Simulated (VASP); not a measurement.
Set up this calculation in VASP 6.6.1, as the native input.

```
Task                   : electric field gradients
Functional             : LDA
Potentials or basis    : VASP PAW LDA potentials, release 64 (Y_sv)
Cutoff                 : 520 eV
k mesh                 : 13 × 13 × 13
Occupations            : fermi-dirac, width 0.05 eV
Spin                   : no spin polarisation
Dipole correction      : no
Further INCAR settings : ALGO = Normal; EDIFF = 1e-08; NBANDS = 12
```

The structure of Y lies in POSCAR:

```
Y
1.0
    0.0000000000      2.4766889011      2.4766889011
    2.4766889011      0.0000000000      2.4766889011
    2.4766889011      2.4766889011      0.0000000000
Y
1
Direct
    0.0000000000      0.0000000000      0.0000000000
```

This cell differs from its parent crystal: volume scaled by 0.99.

These files were run (other wordings do the same):

INCAR

```
SYSTEM = Y
  ALGO = Normal
  EDIFF = 1E-8
  ENCUT = 520
  GGA = CA
  ISIF = 2
  ISMEAR = -1
  LASPH = .True.
  LCHARG = .False.
  LEFG = .True.
  LREAL = .False.
  LWAVE = .False.
  NBANDS = 12
  NELM = 100
  PREC = Accurate
  SIGMA = 0.05
```

KPOINTS

```
k-points
0
Gamma
  13 13 13
  0 0 0
```

Potentials or basis: VASP PAW LDA potentials, release 64 (Y_sv).

Launch:

```sh
$ cat potpaw_LDA.64/Y_sv/POTCAR > POTCAR
$ mpirun -np 1 vasp_std > vasp.out
```

It gave:

```yaml
Pressure: -1.5 GPa
```

Caveat: without QUAD_EFG the Cq values of the log hold for a quadrupole moment of 1 mb, not for the nuclei.

Run time: 32 s on 1 thread of Intel(R) Xeon(R) 6975P-C (Granite Rapids), on a shared host, peak memory 0.18 GiB.
